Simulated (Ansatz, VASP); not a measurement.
This is a calculation of BN for VASP 6.6.1.

The input INCAR:

```
PREC = Accurate ; ENCUT = 520
EDIFF = 1E-6 ; ISMEAR = -1
SIGMA = 0.05 ; LREAL = F
LASPH = T ; NELM = 100
ALGO = Normal ; ISIF = 2
LWAVE = F ; LCHARG = F
GGA = PE ; NBANDS = 11
```

File KPOINTS:

```
Automatic mesh
0
Gamma
  12 12 12
```

The input POSCAR:

```
BN
1.0
    1.2342126593      0.7125730110      3.3273486205
   -1.2342126593      0.7125730110      3.3273486205
    0.0000000000     -1.4251460221      3.3273486205
N B
1 1
Direct
    0.6672382000      0.6672382000      0.6672382000
    0.0003288000      0.0003288000      0.0003288000
```

Potentials or basis: VASP PAW PBE potentials, release 64 (N, B).

Launch:

```sh
$ cat potpaw_PBE.64/N/POTCAR potpaw_PBE.64/B/POTCAR > POTCAR
$ mpirun -np 1 vasp_std > vasp.out
```

Q: Translate it to Ansatz 0.2.0. Potentials there: all-electron LAPW, scalar-relativistic.

A: As run (the cutoff follows the program's own potentials):

The input input.yaml:

```yaml
crystal:
  lattice:
    - [1.2342126593, 0.712573011, 3.3273486205]
    - [-1.2342126593, 0.712573011, 3.3273486205]
    - [0.0, -1.4251460221, 3.3273486205]
  atoms:
    - { symbol: "N", position: [0.6672382, 0.6672382, 0.6672382] }
    - { symbol: B, position: [0.0003288, 0.0003288, 0.0003288] }
kpoints:
  mp_grid: { grid: [12, 12, 12] }
scf:
  occupations: { method: fermi_dirac, width: 0.05 }
hamiltonian:
  xc: pbe
  pseudopotentials: { kind: all_electron, lapw: { basis_error: 0.0005 } }
output:
  forces: true
  stress: true
  eigenvalues: true
```

Potentials or basis: all-electron LAPW, scalar-relativistic.

The run is started by

```sh
$ ansatz run input.yaml --threads 1 --pin off --max-ram 3072MiB --backend cpu --events-out ev --progress --plain --runs-dir out
```

Both were run:

|  | VASP | Ansatz | Ansatz less VASP |
| --- | --- | --- | --- |
| gap on the k mesh at the Fermi level (eV) | 4.33 | 4.33 | +0.001 |
| least direct gap on the mesh (eV) | 4.80 | 4.80 | -0.001 |
| pressure (GPa) | 14.4 | 14.3 | -0.12 |
| traceless stress, the component that is largest in VASP (GPa) | -11.71 | -11.43 | +0.275 |

Ansatz ran all-electron here, and VASP with PAW potentials.
